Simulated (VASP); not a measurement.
# MgS (Fm-3m) in VASP: further runs

Runs on MgS. Level: PBE. Tasks: single point.

Program: VASP 6.6.1. These are calculated values, not measurements. Logs are shortened: lines on timing, memory, paths and dates and some standing lists are left out, and cuts for length are marked.

## (1) The cell of the first run

Symmetry: Fm-3m, No. 225, cubic system. The conventional cell has a = 5.200 Å, b = 5.200 Å, c = 5.200 Å, α = 90.00°, β = 90.00°, γ = 90.00°. Mg (site symmetry m-3m) has 6 S at 2.60 Å within 3.4 Å. Within 3.4 Å of S (site symmetry m-3m) lie 6 Mg at 2.60 Å.

## (2) Single point, PBE

The input, INCAR:

```
PREC = Accurate
ENCUT = 600
EDIFF = 1E-6
ISMEAR = 0
SIGMA = 0.01
LREAL = F
LASPH = T
NELM = 120
ALGO = Normal
ISIF = 2
LWAVE = F
LCHARG = F
GGA = PE
NBANDS = 11
GGA_COMPAT = F
```

The input, KPOINTS:

```
Automatic mesh
0
Gamma
  3 3 3
```

The input, POSCAR:

```
MgS
1.0
    0.0000000000      2.6000000000      2.6000000000
    2.6000000000      0.0000000000      2.6000000000
    2.6000000000      2.6000000000      0.0000000000
Mg S
1 1
Direct
    0.0000000000      0.0000000000      0.0000000000
    0.5000000000      0.5000000000      0.5000000000
```

Potentials or basis: VASP PAW PBE potentials, release 64 (Mg, S).

Launch:

```sh
cat potpaw_PBE.64/Mg/POTCAR potpaw_PBE.64/S/POTCAR > POTCAR
mpirun -np 1 vasp_std > vasp.out
```

OUTCAR:

```text
PREC = Accurate
   ENCUT = 600
   EDIFF = 1E-6
   ISMEAR = 0
   LREAL = F
   LASPH = T
   NELM = 120
   ISIF = 2
   GGA = PE

 ion  position               nearest neighbor table
   1  0.000  0.000  0.000-   2 2.60   2 2.60   2 2.60   2 2.60   2 2.60   2 2.60
   2  0.500  0.500  0.500-   1 2.60   1 2.60   1 2.60   1 2.60   1 2.60   1 2.60

  LATTYP: Found a face centered cubic cell.
 ALAT       =     5.2000000000

  Lattice vectors:

 A1 = (   0.0000000000,   2.6000000000,   2.6000000000)
 A2 = (   2.6000000000,   0.0000000000,   2.6000000000)
 A3 = (   2.6000000000,   2.6000000000,   0.0000000000)

Analysis of symmetry for initial positions (statically):
=====================================================================
 Subroutine PRICEL returns:
 Original cell was already a primitive cell.

 Routine SETGRP: Setting up the symmetry group for a
 face centered cubic supercell.

 Subroutine GETGRP returns: Found 48 space group operations
 (whereof 48 operations were pure point group operations)
 out of a pool of 48 trial point group operations.

The static configuration has the point symmetry O_h .

Analysis of symmetry for dynamics (positions and initial velocities):
=====================================================================
 Subroutine PRICEL returns:
 Original cell was already a primitive cell.

 Routine SETGRP: Setting up the symmetry group for a
 face centered cubic supercell.

 Subroutine GETGRP returns: Found 48 space group operations
 (whereof 48 operations were pure point group operations)
 out of a pool of 48 trial point group operations.

The dynamic configuration has the point symmetry O_h .

 Subroutine INISYM returns: Found 48 space group operations
 (whereof 48 operations are pure point group operations),
 and found     1 'primitive' translations

----------------------------------------------------------------------------------------

                                     Primitive cell

  volume of cell :      35.1520

  direct lattice vectors                    reciprocal lattice vectors
     0.000000000  2.600000000  2.600000000    -0.192307692  0.192307692  0.192307692
     2.600000000  0.000000000  2.600000000     0.192307692 -0.192307692  0.192307692
     2.600000000  2.600000000  0.000000000     0.192307692  0.192307692 -0.192307692

  length of vectors
     3.676955262  3.676955262  3.676955262     0.333086694  0.333086694  0.333086694

  position of ions in fractional coordinates (direct lattice)
     0.000000000  0.000000000  0.000000000
     0.500000000  0.500000000  0.500000000

  ion indices of the primitive-cell ions
   primitive index   ion index
                 1           1
                 2           2

----------------------------------------------------------------------------------------

 KPOINTS: Automatic mesh

Automatic generation of k-mesh.
 Grid dimensions read from file:
 generate k-points for:    3    3    3

 Generating k-lattice:

  Cartesian coordinates                     Fractional coordinates (reciprocal lattice)
    -0.064102564  0.064102564  0.064102564     0.333333333  0.000000000  0.000000000
     0.064102564 -0.064102564  0.064102564     0.000000000  0.333333333  0.000000000
     0.064102564  0.064102564 -0.064102564     0.000000000  0.000000000  0.333333333

  Length of vectors
     0.111028898  0.111028898  0.111028898

  Shift w.r.t. Gamma in fractional coordinates (k-lattice)
     0.000000000  0.000000000  0.000000000

 Subroutine IBZKPT returns following result:
 ===========================================

 Found      4 irreducible k-points:

 Following reciprocal coordinates:
            Coordinates               Weight
  0.000000  0.000000  0.000000      1.000000
  0.333333  0.000000  0.000000      8.000000
  0.333333  0.333333  0.000000      6.000000
 -0.333333  0.333333  0.000000     12.000000
   k-points           NKPTS =      4   k-points in BZ     NKDIM =      4   number of bands    NBANDS=     11
   number of dos      NEDOS =    301   number of ions     NIONS =      2
   total plane-waves  NPLWV =  27000
   dimension x,y,z NGX =    30 NGY =   30 NGZ =   30
   dimension x,y,z NGXF=    60 NGYF=   60 NGZF=   60
   ions per type =               1   1
   NGX,Y,Z   is equivalent  to a cutoff of  13.56, 13.56, 13.56 a.u.
   NGXF,Y,Z  is equivalent  to a cutoff of  27.13, 27.13, 27.13 a.u.
 SYSTEM =  unknown system
   PREC   = accura    normal or accurate (medium, high low for compatibility)
   ISTART =      0    job   : 0-new  1-cont  2-samecut
   ICHARG =      2    charge: 1-file 2-atom 10-const
   ISPIN  =      1    spin polarized calculation?
   LNONCOLLINEAR =      F non collinear calculations
   LSORBIT =      F    spin-orbit coupling
   LASPH  =      T    aspherical Exc in radial PAW
   ENCUT  =  600.0 eV  44.10 Ry    6.64 a.u.   7.34  7.34  7.34*2*pi/ulx,y,z
   NELM   =    120;   NELMIN=  2; NELMDL= -5     # of ELM steps
   EDIFF  = 0.1E-05   stopping-criterion for ELM
   LREAL  =      F    real-space projection
   EDIFFG = 0.1E-04   stopping-criterion for IOM
   NSW    =      0    number of steps for IOM
   IBRION =     -1    ionic relax: 0-MD 1-quasi-New 2-CG
   NFREE  =      0    steps in history (QN), initial steepest desc. (CG)
   ISIF   =      2    stress and relaxation
   ISYM   =      2    0-nonsym 1-usesym 2-fastsym
   POTIM  = 0.5000    time-step for ionic-motion
   TEBEG  =    0.0;   TEEND  =   0.0 temperature during run
   PSTRESS=    0.0 pullay stress
   NELECT =       8.0000    total number of electrons
   NUPDOWN=      -1.0000    fix difference up-down
   EMIN   =  10.00;   EMAX   =-10.00  energy-range for DOS
   EFERMI =   0.00;   METHOD = LEGACY
   ISMEAR =     0;   SIGMA  =   0.01  broadening in eV -4-tet -1-fermi 0-gaus
   EFERMI_NEDOS =   21; number of points for ismear=-14 and -15
   IALGO  =     38    algorithm
   IMIX   =      4    mixing-type and parameters
     AMIX     =   0.40;   BMIX     =  1.00
     AMIX_MAG =   1.60;   BMIX_MAG =  1.00
  volume/ion in A,a.u.               =      17.58       118.61
  Fermi-wavevector in a.u.,A,eV,Ry     =   0.999512  1.888804 13.592558  0.999025
  Thomas-Fermi vector in A             =   2.131807
   LORBIT       =      0    0 simple, 1 ext, 2 COOP (PROOUT), +10 PAW based schemes
   GGA     = PE    functional components
   LHFCALC =     F    Hartree Fock is set to
   AEXX    =    0.0000 exact exchange contribution
   IVDW    =     0    specifies the selected vdW correction
   LEPSILON=     F    determine dielectric tensor
   LRPA    =     F    only Hartree local field effects (RPA)
 non-spin polarized calculation
 Gauss-broadening in eV      SIGMA  =   0.01
  energy-cutoff  :      600.00
  volume of cell :       35.15
 maximum number of plane-waves:      1211
 NGX is ok and might be reduce to    30
   NGX = 15   NGY = 15   NGZ = 15

 number of electron       7.9999999 magnetization

 Free energy of the ion-electron system (eV)
  ---------------------------------------------------
  ext. energy  EPLUGINS =         0.00000000
  ---------------------------------------------------
  free energy    TOTEN  =        -8.26958743 eV

  energy without entropy =       -8.26958743  energy(sigma->0) =       -8.26958743

 E-fermi :   3.9785     XC(G=0):  -9.6657

 val. band max:        3.8439025169   @ k =   0.0000   0.0000   0.0000
 cond. band min:       7.5300662477   @ k =   0.0000   0.0000   0.0000
 fundamental gap:      3.6861637308
 Fermi energy:         3.9785476032

 k-point     1 :       0.0000    0.0000    0.0000
  band No.  band energies     occupation
      1      -8.8381      2.00000
      2       3.8439      2.00000
      3       3.8439      2.00000
      4       3.8439      2.00000
      5       7.5301      0.00000
      6      11.7309      0.00000
      7      11.7309      0.00000
      8      11.7309      0.00000
      9      14.1330      0.00000
     10      14.1330      0.00000
     11      16.3272      0.00000

 k-point     2 :       0.3333    0.0000    0.0000
  band No.  band energies     occupation
      1      -7.9251      2.00000
      2      -0.0388      2.00000
      3       3.3771      2.00000
      4       3.3771      2.00000
      5       8.5795      0.00000
      6      11.1093      0.00000
      7      11.1093      0.00000
      8      13.1767      0.00000
      9      15.3021      0.00000
     10      15.3021      0.00000
     11      15.3278      0.00000

 k-point     3 :       0.3333    0.3333    0.0000
  band No.  band energies     occupation
      1      -7.6499      2.00000
      2       0.4095      2.00000
      3       2.4764      2.00000
      4       2.4764      2.00000
      5       7.6484      0.00000
      6       8.7262      0.00000
      7      13.5747      0.00000
      8      15.2289      0.00000
      9      15.2289      0.00000
     10      15.7732      0.00000
     11      20.6622      0.00000

 k-point     4 :      -0.3333    0.3333    0.0000
  band No.  band energies     occupation
      1      -7.2032      2.00000
      2       0.1709      2.00000
      3       0.4837      2.00000
      4       2.6906      2.00000
      5       8.1983      0.00000
      6      11.5355      0.00000
      7      12.6902      0.00000
      8      13.0773      0.00000
      9      15.5148      0.00000
     10      16.2425      0.00000
     11      20.4756      0.00000

------------------------ aborting loop because EDIFF is reached ----------------------------------------

  FORCE on cell =-STRESS in cart. coord.  units (eV):
  Direction    XX          YY          ZZ          XY          YZ          ZX
  --------------------------------------------------------------------------------------
  -------------------------------------------------------------------------------------
  Total        0.5727020      0.5727020      0.5727020      0.0000000     -0.0000000      0.0000000
  in kB       26.1029272     26.1029272     26.1029272      0.0000000     -0.0000000      0.0000000
  external PRESSURE =      26.1029272 kB  Pullay stress =       0.0000000 kB

 VOLUME and BASIS-vectors are now :
 -----------------------------------------------------------------------------
  energy-cutoff  :      600.00
  volume of cell :       35.15
      direct lattice vectors                 reciprocal lattice vectors
     0.000000000  2.600000000  2.600000000    -0.192307692  0.192307692  0.192307692
     2.600000000  0.000000000  2.600000000     0.192307692 -0.192307692  0.192307692
     2.600000000  2.600000000  0.000000000     0.192307692  0.192307692 -0.192307692

 POSITION                                       TOTAL-FORCE (eV/Angst)
 -----------------------------------------------------------------------------------
      0.00000      0.00000      0.00000         0.000000      0.000000     -0.000000
      2.60000      2.60000      2.60000        -0.000000     -0.000000      0.000000
 -----------------------------------------------------------------------------------
    total drift:                               -0.000000     -0.000000      0.000000

  FREE ENERGIE OF THE ION-ELECTRON SYSTEM (eV)
  ---------------------------------------------------
  free  energy   TOTEN  =        -8.2695874261 eV

  energy  without entropy=       -8.2695874261  energy(sigma->0) =       -8.26958743
```

It used 5.4 s of CPU time on 1 thread of AMD EPYC 7R13 Processor (Zen 3) (shared host).

What came out:

| Quantity | Value |
| --- | --- |
| Free energy | -8.2696 eV |
| Pressure | 2.6 GPa |
| Band gap on the k mesh | 3.69 eV, direct |

Caveat: the k points lie up to 0.70 Å⁻¹ apart.

## (3) Single point, PBE

The input, INCAR:

```
SYSTEM = MgS
PREC     = Accurate       ! precision mode
ENCUT    = 600            ! plane-wave cutoff, eV
EDIFF    = 1E-6           ! SCF threshold, eV
ISMEAR   = 0              ! smearing method
SIGMA    = 0.01           ! smearing width, eV
LREAL    = .FALSE.        ! projectors in reciprocal space
LASPH    = .TRUE.         ! aspherical terms in the spheres
NELM     = 120            ! most SCF steps
ALGO     = Normal         ! electronic algorithm
ISIF     = 2              ! what is computed and relaxed
LWAVE    = .FALSE.        ! write WAVECAR
LCHARG   = .FALSE.        ! write CHGCAR
GGA      = PE             ! functional
NBANDS   = 11             ! bands
GGA_COMPAT= .FALSE.
```

The input, KPOINTS:

```
Automatic mesh
0
G
  3 3 3
  0 0 0
```

POSCAR is that of step 2.

Potentials or basis: VASP PAW PBE potentials, release 64 (Mg, S).

Launch:

```sh
cat potpaw_PBE.64/Mg/POTCAR potpaw_PBE.64/S/POTCAR > POTCAR
mpirun -np 1 vasp_std > vasp.out
```

It used 5.2 s of CPU time on 1 thread of AMD EPYC 7R13 Processor (Zen 3) (shared host).

The run converged. Its results:

| Item | Value |
| --- | --- |
| Free energy | -8.2696 eV |
| Pressure | 2.6 GPa |
| Band gap on the k mesh | 3.69 eV, direct |

Levels at points of the mesh, in eV from the valence-band top:
```
           k point  band 2  band 3  band 4  band 5  band 6  band 7
(0.00, 0.00, 0.00)    0.00    0.00    0.00    3.69    7.89    7.89
```

Caveat: the k points lie up to 0.70 Å⁻¹ apart. A k mesh can miss the band edges.

(Part 1 of 2 ends here.)
